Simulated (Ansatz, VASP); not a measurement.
AlCu in VASP and in Ansatz

```xyz
2
Lattice="3.0148 0.0000 0.0000 0.0000 3.0148 0.0000 0.0000 0.0000 3.0148" Properties=species:S:1:pos:R:3 pbc="T T T"
Al    0.0000    0.0000    0.0000
Cu    1.5074    1.5074    1.5074
```

Alike in both runs: task single point; functional r2SCAN; k mesh 14 × 14 × 14; occupations gaussian, width 0.1 eV; no spin polarisation.

```csv
,VASP,Ansatz
version,VASP 6.6.1,Ansatz 0.2.0
potentials or method,"VASP PAW PBE potentials, release 64 (Al, Cu), cutoff 520 eV","scalar-relativistic, plane waves, PAW"
valence electrons in the cell,14,22
```

VASP gave:

```
gap on the k mesh at the Fermi level (eV) : none
pressure (GPa)                            : -6.7
```

Problem. Which values does Ansatz return?

Solution. gap on the k mesh at the Fermi level (eV): none; pressure (GPa): -6.8.

VASP's potentials were made for PBE, not for r2SCAN. A gap of «none» marks a metal or a gap that the smearing closes. VASP's potentials hold 14 valence electrons a cell and Ansatz's 22, so a difference there can come from the potentials and not from the codes.
